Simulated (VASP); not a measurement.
# Li (a cell with a defect) in VASP: further runs, part 2 of 2

VASP 6.6.1.

### Step 3. Single point, PBEsol

The input, INCAR:

```
SYSTEM = Li
ALGO     = Normal         ! electronic algorithm
EDIFF    = 1E-6           ! SCF threshold, eV
ENCUT    = 520            ! plane-wave cutoff, eV
GGA      = PS             ! functional
ISIF     = 2              ! what is computed and relaxed
ISMEAR   = -1             ! smearing method
LASPH    = .TRUE.         ! aspherical terms in the spheres
LCHARG   = .FALSE.        ! write CHGCAR
LREAL    = Auto         
LWAVE    = .FALSE.        ! write WAVECAR
NBANDS   = 40             ! bands
NELM     = 60             ! most SCF steps
PREC     = Accurate       ! precision mode
SIGMA    = 0.15           ! smearing width, eV
```

The input, KPOINTS:

```
k-points
0
G
  3 3 3
  0 0 0
```

The input, POSCAR:

```
Li
1.0
    6.9800000000      0.0000000000      0.0000000000
    0.0000000000      6.9800000000      0.0000000000
    0.0000000000      0.0000000000      6.9800000000
Li
17
Direct
   -0.0054319484     -0.0130376791     -0.0002819484
    0.4856299427     -0.0181729226      0.0039598854
    0.0053825215      0.5114647564     -0.0121802292
    0.0524277937     -0.0614395415      0.6012863897
    0.2376507163      0.2422282235      0.2486250716
    0.4533839542      0.5333808023      0.0148369628
    0.4873744986     -0.0027787966      0.4936656160
    0.6956497135      0.3075525788      0.1488239255
   -0.0073462751      0.4886267908      0.5021818052
    0.2241363897      0.7558992837      0.2700584527
    0.2577194842      0.2525431232      0.7599719198
    0.5054772206      0.4734020057      0.4799783668
    0.7474184814      0.7382610315      0.2575616046
    0.7360319484      0.2451871060      0.7516434097
    0.2870322350      0.7056393983      0.7363048711
    0.7294322350      0.7337346705      0.7495912607
    0.8608244986      0.1124734957      0.3767974212
```

Potentials or basis: VASP PAW PBE potentials, release 64 (Li_sv).

Command:

```
$ cat potpaw_PBE.64/Li_sv/POTCAR > POTCAR
$ mpirun -np 1 vasp_std > vasp.out
```

It took 2.5 min on 1 thread of AMD EPYC 9R45 (Zen 5), shared host; peak memory 0.37 GiB.

Results (log left out):

* Free energy: -33.0538 eV
* Largest force: 0.015 eV/Å
* Band gap on the k mesh: zero (an odd number of electrons rules out a gap without spin polarisation)

Forces in eV/Å, atoms in the order of the input:
```
Li   0.005 -0.002 -0.004
Li   0.004  0.003 -0.006
Li  -0.006 -0.003 -0.003
Li   0.013 -0.005  0.004
Li  -0.009 -0.001  0.009
Li   0.000  0.003 -0.001
Li   0.008  0.002 -0.002
Li  -0.013  0.003 -0.002
Li  -0.001 -0.003 -0.008
Li  -0.001  0.002  0.003
Li  -0.004  0.001  0.002
Li   0.002 -0.002 -0.001
Li  -0.003  0.003  0.001
Li   0.001  0.001  0.000
Li   0.002 -0.003  0.010
Li  -0.001  0.005  0.001
Li   0.003 -0.003 -0.002
```

Levels at points of the mesh, in eV from the Fermi level:
| k point | band 22 | band 23 | band 24 | band 25 | band 26 | band 27 | band 28 | band 29 |
| --- | --- | --- | --- | --- | --- | --- | --- | --- |
| (0.00, 0.00, 0.00) | -1.19 | -1.18 | -1.16 | -0.01 | 0.02 | 0.33 | 0.35 | 0.37 |

Caveat: the cutoff is under 1.25 times the usual one of these potentials, so pressure, stress and relaxed cells hold a basis-set (Pulay) error; the PAW data sets were made with another functional, which shifts forces and pressure a little.

### Step 4. Single point, PBEsol

The input, INCAR:

```
  PREC = Accurate
  ENCUT = 520
  EDIFF = 1E-7
  ISMEAR = -1
  SIGMA = 0.15
  LREAL = Auto
  LASPH = T
  NELM = 60
  ALGO = Normal
  ISIF = 2
  LWAVE = F
  LCHARG = T
  GGA = PS
  LELF = T
  LVHAR = T
  NBANDS = 40
```

The input, KPOINTS:

```
regular mesh
0
Gamma
  3 3 3
```

The input, POSCAR:

```
Li
1.0
    6.9800000000      0.0000000000      0.0000000000
    0.0000000000      6.9800000000      0.0000000000
    0.0000000000      0.0000000000      6.9800000000
Li
17
Direct
   -0.0093293696     -0.0235832378      0.0044369628
    0.4906868195     -0.0153597421      0.0081608883
    0.0388538682      0.5539303725     -0.0602487106
   -0.0010179083     -0.0279690544      0.5178617479
    0.2383021490      0.2300667622      0.2569051576
    0.4879935530      0.4765786533      0.0127852436
    0.4480799427     -0.0374691977      0.5317024355
    0.8595484241      0.3464296562      0.1398964183
   -0.0092608883      0.4816012894      0.5108989971
    0.2384147564      0.7280214900      0.2563591691
    0.2359187679      0.2353787966      0.7639482808
    0.4914530086      0.4772017192      0.5008386819
    0.7381743553      0.7322045845      0.2586171920
    0.7376190544      0.2313630372      0.7555550143
    0.2713054441      0.7358465616      0.7470002865
    0.7278333811      0.7351624642      0.7508176218
    0.6752706304      0.1453793696      0.3393773639
```

Potentials or basis: VASP PAW PBE potentials, release 64 (Li_sv).

Command:

```
$ cat potpaw_PBE.64/Li_sv/POTCAR > POTCAR
$ mpirun -np 1 vasp_std > vasp.out
```

OUTCAR:

```text
PREC = Accurate
   ENCUT = 520
   EDIFF = 1E-7
   ISMEAR = -1
   LREAL = Auto
   LASPH = T
   NELM = 60
   ISIF = 2
   GGA = PS

 ion  position               nearest neighbor table
   1  0.991  0.976  0.004-
   2  0.491  0.985  0.008-
   3  0.039  0.554  0.940-   8 2.37  15 2.46
   4  0.999  0.972  0.518-
   5  0.238  0.230  0.257-
   6  0.488  0.477  0.013-
   7  0.448  0.963  0.532-  17 2.44  15 2.51
   8  0.860  0.346  0.140-  17 2.36   3 2.37
   9  0.991  0.482  0.511-
  10  0.238  0.728  0.256-
  11  0.236  0.235  0.764-
  12  0.491  0.477  0.501-
  13  0.738  0.732  0.259-
  14  0.738  0.231  0.756-
  15  0.271  0.736  0.747-   3 2.46   7 2.51
  16  0.728  0.735  0.751-
  17  0.675  0.145  0.339-   8 2.36   7 2.44

  LATTYP: Found a simple cubic cell.
 ALAT       =     6.9800000000

  Lattice vectors:

 A1 = (   6.9800000000,   0.0000000000,   0.0000000000)
 A2 = (   0.0000000000,   6.9800000000,   0.0000000000)
[... 194 lines left out ...]

 E-fermi :   0.6144     XC(G=0):  -7.0452

 val. band max:        0.6005965511   @ k =   0.0000  -0.3333   0.3333
 cond. band min:       0.6314188244   @ k =  -0.3333   0.0000   0.3333
 fundamental gap:      0.0308222733
 Fermi energy:         0.6144110820

 k-point     1 :       0.0000    0.0000    0.0000
  band No.  band energies     occupation
      1     -45.4642      2.00000
      2     -45.3828      2.00000
      3     -45.3463      2.00000
      4     -45.2775      2.00000
      5     -45.2710      2.00000
      6     -45.2678      2.00000
[... 549 lines left out ...]
     36       3.7112      0.00000
     37       3.9291      0.00000
 [bands above 37 left out]

------------------------ aborting loop because EDIFF is reached ----------------------------------------

  FORCE on cell =-STRESS in cart. coord.  units (eV):
  Direction    XX          YY          ZZ          XY          YZ          ZX
  --------------------------------------------------------------------------------------
  -------------------------------------------------------------------------------------
  Total        0.5282731      0.5333129      0.4901582      1.0436723     -1.0907478     -1.0339613
  in kB        2.4888734      2.5126175      2.3093013      4.9170934     -5.1388820     -4.8713415
  external PRESSURE =       2.4369307 kB  Pullay stress =       0.0000000 kB

 VOLUME and BASIS-vectors are now :
 -----------------------------------------------------------------------------
  energy-cutoff  :      520.00
  volume of cell :      340.07
      direct lattice vectors                 reciprocal lattice vectors
     6.980000000  0.000000000  0.000000000     0.143266476  0.000000000  0.000000000
     0.000000000  6.980000000  0.000000000     0.000000000  0.143266476  0.000000000
     0.000000000  0.000000000  6.980000000     0.000000000  0.000000000  0.143266476

 POSITION                                       TOTAL-FORCE (eV/Angst)
 -----------------------------------------------------------------------------------
      6.91488      6.81539      0.03097        -0.001008      0.004772     -0.004430
      3.42499      6.87279      0.05696        -0.002311     -0.011746     -0.004981
      0.27120      3.86643      6.55946        -0.008479      0.002013     -0.001150
      6.97290      6.78478      3.61468        -0.006294      0.003507     -0.003116
      1.66335      1.60587      1.79320         0.003615     -0.001854      0.002136
      3.40619      3.32652      0.08924         0.006230      0.002453      0.000812
[... 9 lines left out ...]
      5.08028      5.13143      5.24071        -0.004778      0.004074      0.000884
      4.71339      1.01475      2.36885         0.012005     -0.002210     -0.000980
 -----------------------------------------------------------------------------------
    total drift:                               -0.005595      0.030035     -0.001852

  FREE ENERGIE OF THE ION-ELECTRON SYSTEM (eV)
  ---------------------------------------------------
  free  energy   TOTEN  =       -33.0496864695 eV

  energy  without entropy=      -32.5277799213  energy(sigma->0) =      -32.78873320
```

It took 3.4 min on 1 thread of AMD EPYC 9R45 (Zen 5), shared host; peak memory 0.37 GiB.

What came out:

```yaml
Free_energy: -33.0497 eV
Largest_force: 0.013 eV/Å
Band_gap_on_the_k_mesh: zero (an odd number of electrons rules out a gap without spin polarisation)
```

Forces on the atoms (eV/Å):
```
Li  -0.001  0.005 -0.004
Li  -0.002 -0.012 -0.005
Li  -0.008  0.002 -0.001
Li  -0.006  0.004 -0.003
Li   0.004 -0.002  0.002
Li   0.006  0.002  0.001
Li  -0.006  0.003 -0.004
Li  -0.005  0.002  0.003
Li   0.000 -0.001  0.000
Li   0.001 -0.002  0.005
Li   0.004 -0.002 -0.001
Li   0.000  0.001  0.005
Li  -0.003 -0.001  0.001
Li   0.004 -0.002  0.007
Li   0.006  0.001 -0.004
Li  -0.005  0.004  0.001
Li   0.012 -0.002 -0.001
```

Caveat: the cutoff is under 1.25 times the usual one of these potentials, so pressure, stress and relaxed cells hold a basis-set (Pulay) error; the PAW data sets were made with another functional, which shifts forces and pressure a little.

The gap in the log of VASP goes by the Fermi energy; the results here count the filled bands.